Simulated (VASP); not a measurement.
B3C:

```
B C
1.0
     0.00000    2.62826    2.62826
     2.62826    0.00000    2.62826
     2.62826    2.62826    0.00000
B C
3 1
Direct
  0.75000 0.75000 0.75000
  0.25000 0.25000 0.25000
  0.50000 0.50000 0.50000
  0.00000 0.00000 0.00000
```

- Program: VASP 6.6.1
- Task: relaxation of cell and atoms
- Functional: PBE
- Potentials or basis: VASP PAW PBE potentials, release 64 (B, C)
- Cutoff: 600 eV
- k mesh: 6 × 6 × 6
- Occupations: gaussian, width 0.1 eV
- Spin: no spin polarisation

At the start: pressure -35.2 GPa; volume 9.08 Å³/atom.

Q: Where does the relaxation end?

A: Over 3 steps the energy falls by 382.3 meV/atom and the volume is 6.48 Å³/atom (-28.6 %); space group Fm-3m (No. 225, to 0.05 Å).

The path:
```
step  energy change (eV)  largest force (eV/Å)  pressure (GPa)  volume (Å³)
   1              0.0000                0.0000          -35.21        36.31
   2             -1.5090                0.0000           -7.00        26.80
   3             -1.5292                0.0000           -0.10        25.91
```

Final structure:
```
B C
1.0
     0.00000    2.34874    2.34874
     2.34874    0.00000    2.34874
     2.34874    2.34874    0.00000
B C
3 1
Direct
  0.75000 0.75000 0.75000
  0.25000 0.25000 0.25000
  0.50000 0.50000 0.50000
  0.00000 0.00000 0.00000
```

Caveat: the volume moved by over 15 % at a fixed basis, so the end points are rough.
